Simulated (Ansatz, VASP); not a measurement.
PtS2 in VASP and in Ansatz

INCAR

```
SYSTEM = PtS2
  PREC = Accurate
  ENCUT = 520
  EDIFF = 1E-7
  ISMEAR = 0
  SIGMA = 0.05
  LREAL = .False.
  LASPH = .True.
  NELM = 80
  ALGO = Normal
  ISIF = 2
  LWAVE = .False.
  LCHARG = .False.
  GGA = PE
  NBANDS = 18
```

KPOINTS

```
Automatic mesh
0
Gamma
  12 12 8
  0 0 0
```

The input POSCAR:

```
PtS2
1.0
    3.5431994758      0.0000000000      0.0000000000
   -1.7715997379      3.0685007567      0.0000000000
    0.0000000000      0.0000000000      5.0388000000
Pt S
1 2
Direct
    0.0000000000      0.0000000000      0.0000000000
    0.4277695974      0.7357988101      0.2500000000
    0.6666666667      0.3333333333      0.7500000000
```

Input for Ansatz:

```yaml
crystal:
  lattice:
    - [3.5431994758, 0.0, 0.0]
    - [-1.7715997379, 3.0685007567, 0.0]
    - [0.0, 0.0, 5.0388]
  atoms:
    - { symbol: Pt, position: [0.0, 0.0, 0.0] }
    - { symbol: S, position: [0.4277695974, 0.7357988101, 0.25] }
    - { symbol: S, position: [0.6666666667, 0.3333333333, 0.75] }
basis:
  ecutwfc: 420
kpoints:
  mp_grid: { grid: [12, 12, 8] }
hamiltonian:
  xc: pbe
scf:
  occupations: { method: gaussian, width: 0.05 }
output:
  forces: true
  stress: true
  eigenvalues: true
```

Alike in both runs: task single point; functional PBE; k mesh 12 × 12 × 8; occupations gaussian, width 0.05 eV; no spin polarisation.

```csv
,VASP,Ansatz
version,VASP 6.6.1,Ansatz 0.2.0
potentials or method,"VASP PAW PBE potentials, release 64 (Pt, S), cutoff 520 eV","scalar-relativistic, plane waves, PAW"
valence electrons in the cell,22,30
```

|  | VASP | Ansatz | Ansatz less VASP |
| --- | --- | --- | --- |
| gap on the k mesh at the Fermi level (eV) | 0.30 | 0.29 | -0.008 |
| least direct gap on the mesh (eV) | 0.45 | 0.44 | -0.006 |
| pressure (GPa) | 6.0 | 6.5 | +0.43 |
| traceless stress, the component that is largest in VASP (GPa) | -9.73 | -9.77 | -0.039 |
| rms of the force components (eV/Å) | 1.541 | 1.545 | +0.0036 |

Atom by atom the forces differ by 0.019 eV/Å (rms over components). The functional is the same, so the differences come from potentials, cutoffs and numerics. VASP's potentials hold 22 valence electrons a cell and Ansatz's 30, so a difference there can come from the potentials and not from the codes.

Spin-orbit coupling is off throughout.
